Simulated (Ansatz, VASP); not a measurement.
# ZnS in VASP and in Ansatz

File INCAR:

```
  PREC = Accurate
  ENCUT = 520
  EDIFF = 1E-7
  ISMEAR = 0
  SIGMA = 0.01
  LREAL = False
  LASPH = True
  NELM = 80
  ALGO = Normal
  ISIF = 2
  LWAVE = False
  LCHARG = False
  GGA = PE
  NBANDS = 26
```

KPOINTS

```
Automatic mesh
0
Gamma
  6 6 4
```

The input POSCAR:

```
ZnS
1.0
    4.0136426719      0.0000000000      0.0000000000
   -2.0068213360      3.4759165156      0.0000000000
    0.0000000000      0.0000000000      6.0706595134
Zn S
2 2
Direct
    0.3333333333      0.6666666667      0.2500000000
    0.6666666667      0.3333333333      0.7500000000
    0.6666666667      0.3333333333      0.2500000000
    0.3333333333      0.6666666667      0.7500000000
```

Input for Ansatz:

```yaml
crystal:
  lattice:
    - [4.0136426719, 0.0, 0.0]
    - [-2.006821336, 3.4759165156, 0.0]
    - [0.0, 0.0, 6.0706595134]
  atoms:
    - { symbol: Zn, position: [0.3333333333, 0.6666666667, 0.25] }
    - { symbol: Zn, position: [0.6666666667, 0.3333333333, 0.75] }
    - { symbol: S, position: [0.6666666667, 0.3333333333, 0.25] }
    - { symbol: S, position: [0.3333333333, 0.6666666667, 0.75] }
kpoints:
  mp_grid: { grid: [6, 6, 4] }
hamiltonian:
  xc: pbe
scf:
  occupations: { method: fixed }
  n_extra_bands: 5
output:
  forces: true
  stress: true
  eigenvalues: true
```

Alike in both runs: task single point; functional PBE; k mesh 6 × 6 × 4; no spin polarisation.

|  | VASP | Ansatz |
| --- | --- | --- |
| version | VASP 6.6.1 | Ansatz 0.2.0 |
| potentials or method | VASP PAW PBE potentials, release 64 (Zn, S) | plane waves, PAW |
| plane-wave cutoff (eV) | 520 | 420 |
| occupations | gaussian, width 0.01 eV | fixed |
| valence electrons in the cell | 36 | 36 |

|  | VASP | Ansatz | Ansatz less VASP |
| --- | --- | --- | --- |
| gap on the k mesh at the Fermi level (eV) | 1.37 | 1.37 | -0.001 |
| pressure (GPa) | -1.7 | -1.9 | -0.14 |
| traceless stress, the component that is largest in VASP (GPa) | 0.85 | 0.97 | +0.125 |
